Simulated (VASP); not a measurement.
TePt: single point with PBEsol

Crystal: TePt.

```xyz
4
Lattice="4.2712 0.0000 0.0000 -2.1356 3.6990 0.0000 0.0000 0.0000 5.5802" Properties=species:S:1:pos:R:3 pbc="T T T"
Te    0.0000    2.4660    1.3950
Te    2.1356    1.2330    4.1851
Pt    0.0000    0.0000    0.0000
Pt    0.0000    0.0000    2.7901
```

| Property | Result |
| --- | --- |
| Program | VASP 6.6.1 |
| Task | single point |
| Functional | PBEsol |
| Potentials or basis | VASP PAW PBE potentials, release 64 (Te, Pt) |
| Cutoff | 520 eV |
| k mesh | 12 × 12 × 8 |
| Occupations | gaussian, width 0.1 eV |
| Spin | no spin polarisation |

The pressure is -3.9 GPa and the band gap on the k mesh is zero (bands 16 and 17 overlap by 1.38 eV).

Stress tensor (GPa, compression positive):
```
-3.93  0.00  0.00
 0.00 -3.93  0.00
 0.00  0.00 -3.79
```

Levels at points of the mesh, in eV from the Fermi level:
```tsv
k point	band 13	band 14	band 15	band 16	band 17	band 18	band 19	band 20
(0.00, 0.00, 0.00)	-1.59	-1.59	0.24	0.64	1.38	1.71	2.11	2.11
(0.50, 0.00, 0.00)	-2.44	-1.93	-1.77	-1.61	1.36	2.44	3.46	3.56
(0.00, 0.00, 0.50)	-2.52	-2.52	0.95	0.95	0.95	0.95	3.82	3.82
(0.50, 0.00, 0.50)	-2.80	-2.80	-0.40	-0.40	0.37	0.37	2.57	2.57
```

Run time: 110 s on 1 thread of Intel(R) Xeon(R) Platinum 8488C (Sapphire Rapids) (shared host), peak memory 0.33 GiB.

Caveat: the cell stands under tension; the PAW data sets were made with another functional, which shifts forces and pressure a little; spin-orbit coupling is left out, which moves the levels of the heavy elements.
